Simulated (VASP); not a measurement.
# Mg (P6_3/mmc) in VASP: further runs

Mg is run at these levels: PBE; tasks: relaxation of shape and atoms at fixed volume.

Everything below comes from runs of VASP 6.6.1. Logs are shortened: lines on timing, memory, paths and dates and some standing lists are left out, and cuts for length are marked.

## (1) The cell of the first run

The structure is hexagonal, space group P6_3/mmc (No. 194). Conventional cell: a = 2.929 Å, b = 2.929 Å, c = 4.696 Å, α = 90.00°, β = 90.00°, γ = 120.00°. Mg (site symmetry -6m2) has 12 Mg at 2.89 to 2.93 Å within 3.8 Å.

## (2) Relaxation of shape and atoms at fixed volume, PBE

Contents of INCAR:

```
SYSTEM = Mg
  PREC = Accurate
  ENCUT = 600
  EDIFF = 1E-7
  ISMEAR = -1
  SIGMA = 0.1
  LREAL = .False.
  LASPH = .True.
  NELM = 80
  ALGO = Normal
  ISIF = 4
  LWAVE = .False.
  LCHARG = .False.
  GGA = PE
  IBRION = 2
  NSW = 50
  EDIFFG = -0.005
```

Contents of KPOINTS:

```
regular mesh
0
Gamma
  15 15 8
  0 0 0
```

Contents of POSCAR:

```
Mg
1.0
    2.9288170856      0.0000000000      0.0000000000
   -1.4644085428      2.5364299991      0.0000000000
    0.0000000000      0.0000000000      4.6956360600
Mg
2
Direct
    0.3333333333      0.6666666667      0.2500000000
    0.6666666667      0.3333333333      0.7500000000
```

Potentials or basis: VASP PAW PBE potentials, release 64 (Mg).

The run is started by

```
$ cat potpaw_PBE.64/Mg/POTCAR > POTCAR
$ mpirun -np 1 vasp_std > vasp.out
```

OUTCAR:

```text
SYSTEM = Mg
   PREC = Accurate
   ENCUT = 600
   EDIFF = 1E-7
   ISMEAR = -1
   LREAL = .False.
   LASPH = .True.
   NELM = 80
   ISIF = 4
   GGA = PE
   IBRION = 2
   NSW = 50
   EDIFFG = -0.005

 ion  position               nearest neighbor table
   1  0.333  0.667  0.250-   2 2.89   2 2.89   2 2.89   2 2.89   2 2.89   2 2.89
   2  0.667  0.333  0.750-   1 2.89   1 2.89   1 2.89   1 2.89   1 2.89   1 2.89

  LATTYP: Found a hexagonal cell.
 ALAT       =     2.9288170856
 C/A-ratio  =     1.6032534374

  Lattice vectors:

 A1 = (   2.9288170856,   0.0000000000,   0.0000000000)
 A2 = (  -1.4644085428,   2.5364299991,   0.0000000000)
 A3 = (   0.0000000000,   0.0000000000,   4.6956360600)

Analysis of symmetry for initial positions (statically):
=====================================================================
 Subroutine PRICEL returns:
 Original cell was already a primitive cell.

 Routine SETGRP: Setting up the symmetry group for a
 hexagonal supercell.

 Subroutine GETGRP returns: Found 24 space group operations
 (whereof 12 operations were pure point group operations)
 out of a pool of 24 trial point group operations.

The static configuration has the point symmetry D_3d.
 The point group associated with its full space group is D_6h.

Analysis of symmetry for dynamics (positions and initial velocities):
=====================================================================
 Subroutine PRICEL returns:
 Original cell was already a primitive cell.

 Routine SETGRP: Setting up the symmetry group for a
 hexagonal supercell.

 Subroutine GETGRP returns: Found 24 space group operations
 (whereof 12 operations were pure point group operations)
 out of a pool of 24 trial point group operations.

The dynamic configuration has the point symmetry D_3d.
 The point group associated with its full space group is D_6h.

 Subroutine INISYM returns: Found 24 space group operations
 (whereof 12 operations are pure point group operations),
 and found     1 'primitive' translations

----------------------------------------------------------------------------------------

                                     Primitive cell

  volume of cell :      34.8827
[... 96 lines left out ...]
   ISYM   =      2    0-nonsym 1-usesym 2-fastsym
   POTIM  = 0.5000    time-step for ionic-motion
   TEBEG  =    0.0;   TEEND  =   0.0 temperature during run
   PSTRESS=    0.0 pullay stress
   NELECT =       4.0000    total number of electrons
   NUPDOWN=      -1.0000    fix difference up-down
   EMIN   =  10.00;   EMAX   =-10.00  energy-range for DOS
   EFERMI =   0.00;   METHOD = LEGACY
   ISMEAR =    -1;   SIGMA  =   0.10  broadening in eV -4-tet -1-fermi 0-gaus
   EFERMI_NEDOS =   21; number of points for ismear=-14 and -15
   IALGO  =     38    algorithm
   IMIX   =      4    mixing-type and parameters
     AMIX     =   0.40;   BMIX     =  1.00
     AMIX_MAG =   1.60;   BMIX_MAG =  1.00
  volume/ion in A,a.u.               =      17.44       117.70
  Fermi-wavevector in a.u.,A,eV,Ry     =   0.795350  1.502994  8.606796  0.632582
  Thomas-Fermi vector in A             =   1.901661
   LORBIT       =      0    0 simple, 1 ext, 2 COOP (PROOUT), +10 PAW based schemes
   GGA     = PE    functional components
   LHFCALC =     F    Hartree Fock is set to
   AEXX    =    0.0000 exact exchange contribution
   IVDW    =     0    specifies the selected vdW correction
   LEPSILON=     F    determine dielectric tensor
   LRPA    =     F    only Hartree local field effects (RPA)
 conjugate gradient relaxation of ions
 non-spin polarized calculation
  energy-cutoff  :      600.00
  volume of cell :       34.88
 maximum number of plane-waves:      1194
 NGX is ok and might be reduce to    24
   NGX = 11   NGY = 11   NGZ = 19

--------------------------------------- Ionic step        1  -------------------------------------------

 number of electron       4.0000000 magnetization

 Free energy of the ion-electron system (eV)
  ---------------------------------------------------
  ext. energy  EPLUGINS =         0.00000000
  ---------------------------------------------------
  free energy    TOTEN  =        -2.56647798 eV

  energy without entropy =       -2.54637902  energy(sigma->0) =       -2.55642850

------------------------ aborting loop because EDIFF is reached ----------------------------------------

  FORCE on cell =-STRESS in cart. coord.  units (eV):
  Direction    XX          YY          ZZ          XY          YZ          ZX
  --------------------------------------------------------------------------------------
  -------------------------------------------------------------------------------------
  Total        3.6754842      3.6754842      3.7452729     -0.0000000     -0.0000000      0.0000000
  in kB      168.8167701    168.8167701    172.0221971     -0.0000000     -0.0000000      0.0000000
  external PRESSURE =     169.8852458 kB  Pullay stress =       0.0000000 kB
[... 59 lines left out ...]
--------------------------------------- Ionic step        3  -------------------------------------------

 number of electron       4.0000000 magnetization

 Free energy of the ion-electron system (eV)
  ---------------------------------------------------
  ext. energy  EPLUGINS =         0.00000000
  ---------------------------------------------------
  free energy    TOTEN  =        -2.56653506 eV

  energy without entropy =       -2.54625328  energy(sigma->0) =       -2.55639417

 E-fermi :   4.2404     XC(G=0):  -9.3855

 val. band max:        4.2316105691   @ k =   0.4000   0.1333   0.3750
 cond. band min:       4.2415139924   @ k =   0.1333   0.1333   0.0000
 fundamental gap:      0.0099034233
 Fermi energy:         4.2404460988

 k-point     1 :       0.0000    0.0000    0.0000
  band No.  band energies     occupation
      1      -3.9570      2.00000
      2       2.1676      2.00000
      3       3.1144      1.99997
      4      16.7358      0.00000
      5      16.7358      0.00000
      6      17.4394      0.00000
[... 199 lines left out ...]
 k-point    24 :       0.4000    0.2000    0.0000
  band No.  band energies     occupation
      1       2.2035      2.00000
      2       2.4735      2.00000
      3       6.2977      0.00000
      4       7.9928      0.00000
      5       8.0379      0.00000
      6       8.9930      0.00000

 [... further k-points ...]

------------------------ aborting loop because EDIFF is reached ----------------------------------------

  FORCE on cell =-STRESS in cart. coord.  units (eV):
  Direction    XX          YY          ZZ          XY          YZ          ZX
  --------------------------------------------------------------------------------------
  -------------------------------------------------------------------------------------
  Total        3.6981237      3.6981237      3.6985591      0.0000000     -0.0000000     -0.0000000
  in kB      169.8566097    169.8566097    169.8766093      0.0000000     -0.0000000     -0.0000000
  external PRESSURE =     169.8632762 kB  Pullay stress =       0.0000000 kB
[... 17 lines left out ...]
  FREE ENERGIE OF THE ION-ELECTRON SYSTEM (eV)
  ---------------------------------------------------
  free  energy   TOTEN  =        -2.5665350628 eV

  energy  without entropy=       -2.5462532830  energy(sigma->0) =       -2.55639417

 reached required accuracy - stopping structural energy minimisation
```

CONTCAR:

```text
Mg
   1.00000000000000
     2.9264225339886871    0.0000000000000000    0.0000000000000000
    -1.4632112669943436    2.5343562565565314    0.0000000000000000
     0.0000000000000000   -0.0000000000000000    4.7033236327963017
  Mg
     2
Direct
     0.3333333332999970    0.6666666667000030    0.2500000000000000
     0.6666666667000030    0.3333333332999970    0.7500000000000000

  0.00000000E+00  0.00000000E+00  0.00000000E+00
  0.00000000E+00  0.00000000E+00  0.00000000E+00
```

It took 22 s on 1 thread of Intel Xeon 6975P-C (Granite Rapids), shared host; peak memory 0.18 GiB.

What came out:

```yaml
Free_energy: -2.5665 eV
Energy_gained_by_relaxing: 0.0 meV/atom
Ionic_steps: 3
Pressure_after_relaxing: 17.0 GPa
Band_gap_on_the_k_mesh: zero (bands 2 and 3 overlap by 2.07 eV)
```

Final structure:
```yaml
crystal:
  lattice:
    - [2.92642, 0.00000, 0.00000]
    - [-1.46321, 2.53436, 0.00000]
    - [0.00000, 0.00000, 4.70332]
  atoms:
    - { symbol: Mg, position: [0.33333, 0.66667, 0.25000] }
    - { symbol: Mg, position: [0.66667, 0.33333, 0.75000] }
```

Levels at points of the mesh, in eV from the Fermi level:
```tsv
k point	band 1	band 2	band 3	band 4	band 5	band 6
(0.00, 0.00, 0.00)	-8.20	-2.07	-1.13	12.50	12.50	13.20
(0.00, 0.00, 0.50)	-6.51	-6.51	6.09	6.09	13.28	13.28
```

## (3) Relaxation of shape and atoms at fixed volume, PBE

This run uses another cell than the first one, of 19.28 Å³/atom.

Contents of INCAR:

```
SYSTEM = Mg
PREC = Accurate
ENCUT = 600
EDIFF = 1E-7
ISMEAR = -1
SIGMA = 0.1
LREAL = .False.
LASPH = .True.
NELM = 60
ALGO = Normal
ISIF = 4
LWAVE = .False.
LCHARG = .False.
GGA = PE
IBRION = 2
NSW = 50
EDIFFG = -0.005
```

KPOINTS is that of step 2.

Contents of POSCAR:

```
Mg
1.0
    3.0281739143      0.0000000000      0.0000000000
   -1.5140869572      2.6224755369      0.0000000000
    0.0000000000      0.0000000000      4.8549302372
Mg
2
Direct
    0.3333333333      0.6666666667      0.2500000000
    0.6666666667      0.3333333333      0.7500000000
```

Potentials or basis: VASP PAW PBE potentials, release 64 (Mg).

The run is started by

```
$ cat potpaw_PBE.64/Mg/POTCAR > POTCAR
$ mpirun -np 1 vasp_std > vasp.out
```

OUTCAR:

```text
SYSTEM = Mg
   PREC = Accurate
   ENCUT = 600
   EDIFF = 1E-7
   ISMEAR = -1
   LREAL = .False.
   LASPH = .True.
   NELM = 60
   ISIF = 4
   GGA = PE
   IBRION = 2
   NSW = 50
   EDIFFG = -0.005

 ion  position               nearest neighbor table
   1  0.333  0.667  0.250-   2 2.99   2 2.99   2 2.99   2 2.99   2 2.99   2 2.99
   2  0.667  0.333  0.750-   1 2.99   1 2.99   1 2.99   1 2.99   1 2.99   1 2.99

  LATTYP: Found a hexagonal cell.
 ALAT       =     3.0281739143
 C/A-ratio  =     1.6032534374

  Lattice vectors:

 A1 = (   3.0281739143,   0.0000000000,   0.0000000000)
 A2 = (  -1.5140869572,   2.6224755369,   0.0000000000)
 A3 = (   0.0000000000,   0.0000000000,   4.8549302372)

Analysis of symmetry for initial positions (statically):
=====================================================================
 Subroutine PRICEL returns:
 Original cell was already a primitive cell.

 Routine SETGRP: Setting up the symmetry group for a
 hexagonal supercell.

 Subroutine GETGRP returns: Found 24 space group operations
 (whereof 12 operations were pure point group operations)
 out of a pool of 24 trial point group operations.

The static configuration has the point symmetry D_3d.
 The point group associated with its full space group is D_6h.

Analysis of symmetry for dynamics (positions and initial velocities):
=====================================================================
 Subroutine PRICEL returns:
 Original cell was already a primitive cell.

 Routine SETGRP: Setting up the symmetry group for a
 hexagonal supercell.

 Subroutine GETGRP returns: Found 24 space group operations
 (whereof 12 operations were pure point group operations)
 out of a pool of 24 trial point group operations.

The dynamic configuration has the point symmetry D_3d.
[... 127 lines left out ...]
   AEXX    =    0.0000 exact exchange contribution
   IVDW    =     0    specifies the selected vdW correction
   LEPSILON=     F    determine dielectric tensor
   LRPA    =     F    only Hartree local field effects (RPA)
 conjugate gradient relaxation of ions
 non-spin polarized calculation
  energy-cutoff  :      600.00
  volume of cell :       38.55
 maximum number of plane-waves:      1317
   NGX = 13   NGY = 13   NGZ = 19

--------------------------------------- Ionic step        1  -------------------------------------------

 number of electron       4.0000000 magnetization

 Free energy of the ion-electron system (eV)
  ---------------------------------------------------
  ext. energy  EPLUGINS =         0.00000000
  ---------------------------------------------------
  free energy    TOTEN  =        -2.85534509 eV

  energy without entropy =       -2.83272084  energy(sigma->0) =       -2.84403297

------------------------ aborting loop because EDIFF is reached ----------------------------------------

  FORCE on cell =-STRESS in cart. coord.  units (eV):
  Direction    XX          YY          ZZ          XY          YZ          ZX
  --------------------------------------------------------------------------------------
  -------------------------------------------------------------------------------------
  Total        2.1056075      2.1056075      2.1464289     -0.0000000      0.0000000      0.0000000
  in kB       87.5009464     87.5009464     89.1973255     -0.0000000      0.0000000      0.0000000
  external PRESSURE =      88.0664061 kB  Pullay stress =       0.0000000 kB
[... 59 lines left out ...]
--------------------------------------- Ionic step        3  -------------------------------------------

 number of electron       4.0000000 magnetization

 Free energy of the ion-electron system (eV)
  ---------------------------------------------------
  ext. energy  EPLUGINS =         0.00000000
  ---------------------------------------------------
  free energy    TOTEN  =        -2.85536976 eV

  energy without entropy =       -2.83261918  energy(sigma->0) =       -2.84399447

 E-fermi :   3.6105     XC(G=0):  -9.0488

 val. band max:        3.6013845575   @ k =   0.3333   0.1333   0.0000
 cond. band min:       3.6408641299   @ k =   0.2000   0.0667   0.0000
 fundamental gap:      0.0394795724
 Fermi energy:         3.6105127084

 k-point     1 :       0.0000    0.0000    0.0000
  band No.  band energies     occupation
      1      -4.1048      2.00000
      2       1.7042      2.00000
      3       2.4861      1.99997
      4      15.4750      0.00000
      5      15.4750      0.00000
      6      15.9417      0.00000
[... 199 lines left out ...]
 k-point    24 :       0.4000    0.2000    0.0000
  band No.  band energies     occupation
      1       1.7307      2.00000
      2       1.9010      2.00000
      3       5.6006      0.00000
      4       7.1495      0.00000
      5       7.3406      0.00000
      6       8.0138      0.00000

 [... further k-points ...]

------------------------ aborting loop because EDIFF is reached ----------------------------------------

  FORCE on cell =-STRESS in cart. coord.  units (eV):
  Direction    XX          YY          ZZ          XY          YZ          ZX
  --------------------------------------------------------------------------------------
  -------------------------------------------------------------------------------------
  Total        2.1190503      2.1190503      2.1188486     -0.0000000      0.0000000      0.0000000
  in kB       88.0595752     88.0595752     88.0511942     -0.0000000      0.0000000      0.0000000
  external PRESSURE =      88.0567815 kB  Pullay stress =       0.0000000 kB
[... 17 lines left out ...]
  FREE ENERGIE OF THE ION-ELECTRON SYSTEM (eV)
  ---------------------------------------------------
  free  energy   TOTEN  =        -2.8553697608 eV

  energy  without entropy=       -2.8326191778  energy(sigma->0) =       -2.84399447

 reached required accuracy - stopping structural energy minimisation
```

CONTCAR:

```text
Mg
   1.00000000000000
     3.0263194232124055   -0.0000000000054747    0.0000000000000000
    -1.5131597116609135    2.6208695005171307    0.0000000000000000
     0.0000000000000000    0.0000000000000000    4.8608821425803024
  Mg
     2
Direct
     0.3333333332999970    0.6666666667000030    0.2500000000000000
     0.6666666667000030    0.3333333332999970    0.7500000000000000

  0.00000000E+00  0.00000000E+00  0.00000000E+00
  0.00000000E+00  0.00000000E+00  0.00000000E+00
```

Run time: 17 s. Hardware: 1 thread of Intel Xeon 6975P-C (Granite Rapids), shared host; peak memory 0.18 GiB.

What came out:

```
Free energy               : -2.8554 eV
Energy gained by relaxing : 0.0 meV/atom
Ionic steps               : 3
Pressure after relaxing   : 8.8 GPa
Band gap on the k mesh    : zero (bands 2 and 3 overlap by 2.05 eV)
```

Final structure:
```xyz
2
Lattice="3.0263 0.0000 0.0000 -1.5132 2.6209 0.0000 0.0000 0.0000 4.8609" Properties=species:S:1:pos:R:3 pbc="T T T"
Mg    0.0000    1.7472    1.2152
Mg    1.5132    0.8736    3.6457
```

## (4) Relaxation of shape and atoms at fixed volume, PBE

This run uses another cell than the first one, of 21.11 Å³/atom.

Contents of INCAR:

```
ALGO = Normal
EDIFF = 1E-6
EDIFFG = -0.005
ENCUT = 600
GGA = PE
IBRION = 2
ISIF = 4
ISMEAR = -1
LASPH = True
LCHARG = False
LREAL = False
LWAVE = False
NELM = 100
NSW = 50
PREC = Accurate
SIGMA = 0.1
```

Contents of KPOINTS:

```
k-points
0
Gamma
  15 15 8
```

Contents of POSCAR:

```
Mg
1.0
    3.1214064808      0.0000000000      0.0000000000
   -1.5607032404      2.7032173079      0.0000000000
    0.0000000000      0.0000000000      5.0044056699
Mg
2
Direct
    0.3333333333      0.6666666667      0.2500000000
    0.6666666667      0.3333333333      0.7500000000
```

The run is started by

```
$ cat potpaw_PBE.64/Mg/POTCAR > POTCAR
$ mpirun -np 1 vasp_std > vasp.out
```

Run time: 16 s. Hardware: 1 thread of Intel Xeon 6975P-C (Granite Rapids), shared host; peak memory 0.2 GiB.

The run converged. Its results:

| Item | Value |
| --- | --- |
| Free energy | -2.9916 eV |
| Energy gained by relaxing | 0.0 meV/atom |
| Ionic steps | 2 |
| Pressure after relaxing | 3.4 GPa |
| Band gap on the k mesh | zero (bands 2 and 3 overlap by 2.03 eV) |

Final structure:
```yaml
crystal:
  lattice:
    - [3.12087, 0.00000, 0.00000]
    - [-1.56044, 2.70275, 0.00000]
    - [0.00000, 0.00000, 5.00612]
  atoms:
    - { symbol: Mg, position: [0.33333, 0.66667, 0.25000] }
    - { symbol: Mg, position: [0.66667, 0.33333, 0.75000] }
```

Levels at points of the mesh, in eV from the Fermi level:
| k point | band 1 | band 2 | band 3 | band 4 | band 5 | band 6 |
| --- | --- | --- | --- | --- | --- | --- |
| (0.00, 0.00, 0.00) | -7.30 | -1.75 | -1.12 | 11.30 | 11.30 | 11.56 |
| (0.00, 0.00, 0.50) | -5.80 | -5.80 | 5.49 | 5.49 | 12.07 | 12.07 |

## (5) The runs side by side

```tsv
cell	gap on the mesh (eV)	pressure (GPa)
relaxed from a = 2.929, b = 2.929, c = 4.696 Å, angles 90.0, 90.0, 120.0°, 2 atoms	none	17.0
relaxed from a = 3.028, b = 3.028, c = 4.855 Å, angles 90.0, 90.0, 120.0°, 2 atoms	none	8.8
relaxed from a = 3.121, b = 3.121, c = 5.004 Å, angles 90.0, 90.0, 120.0°, 2 atoms	none	3.4
```

Alike in all rows: task relaxation of shape and atoms at fixed volume; level PBE; potentials or basis VASP PAW PBE potentials, release 64 (Mg); no spin polarisation; k mesh 15 × 15 × 8; cutoff (eV) 600; smearing fermi-dirac 0.1 eV.

Total energies depend on the potentials used, so only differences within one code and one set of settings carry meaning.

The gap in the log of VASP goes by the Fermi energy; the results here count the filled bands.